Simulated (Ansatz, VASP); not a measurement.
# Si: VASP beside Ansatz

The input INCAR:

```
ALGO = Normal ; EDIFF = 1E-6
ENCUT = 500 ; GGA = PS
GGA_COMPAT = False ; ISIF = 2
ISMEAR = -1 ; LASPH = True
LCHARG = False ; LREAL = False
LWAVE = False ; NBANDS = 8
NELM = 120 ; PREC = Accurate
SIGMA = 0.05
```

The input KPOINTS:

```
k-points
0
Gamma
  12 12 11
```

The input POSCAR:

```
Si
1.0
    2.5851257326      0.0000000000      0.0000000000
   -1.2925628663      2.2387845564      0.0000000000
    0.0000000000      0.0000000000      2.4330211905
Si
1
Direct
    0.0000000000      0.0000000000      0.0000000000
```

input.yaml

```yaml
crystal:
  lattice:
    - [2.5851257326, 0.0, 0.0]
    - [-1.2925628663, 2.2387845564, 0.0]
    - [0.0, 0.0, 2.4330211905]
  atoms:
    - { symbol: Si, position: [0.0, 0.0, 0.0] }
hamiltonian:
  xc: pbesol
  pseudopotentials: { kind: paw }
kpoints:
  mp_grid: { grid: [12, 12, 11] }
scf:
  occupations: { method: fermi_dirac, width: 0.05 }
output:
  forces: true
  stress: true
  eigenvalues: true
```

Alike in both runs: task single point; functional PBEsol; k mesh 12 × 12 × 11; occupations fermi-dirac, width 0.05 eV; no spin polarisation.

|  | VASP | Ansatz |
| --- | --- | --- |
| version | VASP 6.6.1 | Ansatz 0.2.0 |
| potentials or method | VASP PAW PBE potentials, release 64 (Si) | Ansatz PAW |
| plane-wave cutoff (eV) | 500 | 420 |
| valence electrons in the cell | 4 | 4 |

Ansatz gave:

| Quantity | Value |
| --- | --- |
| gap on the k mesh at the Fermi level (eV) | none |
| pressure (GPa) | 5.9 |
| traceless stress, the component that is largest in VASP (GPa) | 3.60 |

Q: Which values does VASP return?

A: gap on the k mesh at the Fermi level (eV): none; pressure (GPa): 6.1; traceless stress, the component that is largest in VASP (GPa): 3.66.

VASP's potentials were made for PBE, not for PBEsol. A gap of «none» marks a metal or a gap that the smearing closes. With one functional, cell and mesh, what is left measures potentials, basis and numerics.
